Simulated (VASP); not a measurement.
Here is a VASP 6.6.1 calculation.

File INCAR:

```
  PREC = Accurate
  ENCUT = 520
  EDIFF = 1E-8
  ISMEAR = -1
  SIGMA = 0.03
  LREAL = F
  LASPH = T
  NELM = 60
  ALGO = Normal
  ISIF = 2
  LWAVE = F
  LCHARG = F
  GGA = CA
  LEFG = T
  NBANDS = 15
```

Contents of KPOINTS:

```
regular mesh
0
Gamma
  7 7 7
```

Contents of POSCAR:

```
KCl
1.0
    0.0000000000      3.1455444028      3.1455444028
    3.1455444028      0.0000000000      3.1455444028
    3.1455444028      3.1455444028      0.0000000000
K Cl
1 1
Direct
    0.0000000000      0.0000000000      0.0000000000
    0.5000000000      0.5000000000      0.5000000000
```

Potentials or basis: VASP PAW LDA potentials, release 64 (K_sv, Cl).

The run is started by

```sh
$ cat potpaw_LDA.64/K_sv/POTCAR potpaw_LDA.64/Cl/POTCAR > POTCAR
$ mpirun -np 1 vasp_std > vasp.out
```

**Question.** Estimate the band gap on the k mesh.

**Answer.** 4.75 eV.

**Question.** Estimate the pressure.

**Answer.** -1.9 GPa.

Caveat: an odd mesh through Γ misses points on the zone boundary, where band edges can lie.
